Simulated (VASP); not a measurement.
# Ag: relaxation of cell and atoms with PBEsol

Crystal: Ag.

```
CELL_PARAMETERS angstrom
0.00000 2.04275 2.04275
2.04275 0.00000 2.04275
2.04275 2.04275 0.00000
ATOMIC_POSITIONS crystal
Ag 0.00000 0.00000 0.00000
```

```json
{"Program": "VASP 6.6.1", "Task": "relaxation of cell and atoms", "Functional": "PBEsol", "Potentials or basis": "VASP PAW PBE potentials, release 64 (Ag)", "Cutoff": "600 eV", "k mesh": "11 × 11 × 11", "Occupations": "fermi-dirac, width 0.05 eV", "Spin": "no spin polarisation", "Dipole correction": "no", "Further INCAR settings": "ALGO = Normal; EDIFF = 1e-06; IBRION = 2; EDIFFG = -0.02; NSW = 80; ISIF = 3"}
```

```yaml
Relaxed_volume: 16.58 Å³/atom
Relaxed_cell: a = 2.862 Å, b = 2.862 Å, c = 2.862 Å, α = 60.00°, β = 60.00°, γ = 60.00°
Space_group_after_relaxing_to_0.05_Å: Fm-3m (No. 225)
Energy_gained_by_relaxing: 4.7 meV/atom
Ionic_steps: 3
Pressure_after_relaxing: 0.0 GPa
```

The path:
```tsv
step	energy change (eV)	largest force (eV/Å)	pressure (GPa)	volume (Å³)
1	0.0000	0.0000	-3.10	17.05
2	-0.0021	0.0000	2.60	16.25
3	-0.0047	0.0000	-0.01	16.58
```

Final structure:
```cif
data_structure
_symmetry_space_group_name_H-M 'P 1'
_symmetry_Int_Tables_number 1
_cell_length_a 2.8621
_cell_length_b 2.8621
_cell_length_c 2.8621
_cell_angle_alpha 60.000
_cell_angle_beta 60.000
_cell_angle_gamma 60.000
_cell_volume 16.58
loop_
_atom_site_label
_atom_site_type_symbol
_atom_site_fract_x
_atom_site_fract_y
_atom_site_fract_z
_atom_site_occupancy
Ag1 Ag 0.00000 0.00000 0.00000 1
```

Levels at points of the mesh, in eV from the Fermi level:
```tsv
k point	band 2	band 3	band 4	band 5	band 6	band 7	band 8	band 9
(0.00, 0.00, 0.00)	-5.07	-5.07	-5.07	-3.97	-3.97	15.85	19.59	19.59
```

Wall time 31 s on 1 thread of AMD EPYC 7R43 64-Core Processor (Zen 3), on a shared host, peak memory 0.12 GiB.

Caveat: the PAW data sets were made with another functional, which shifts forces and pressure a little.
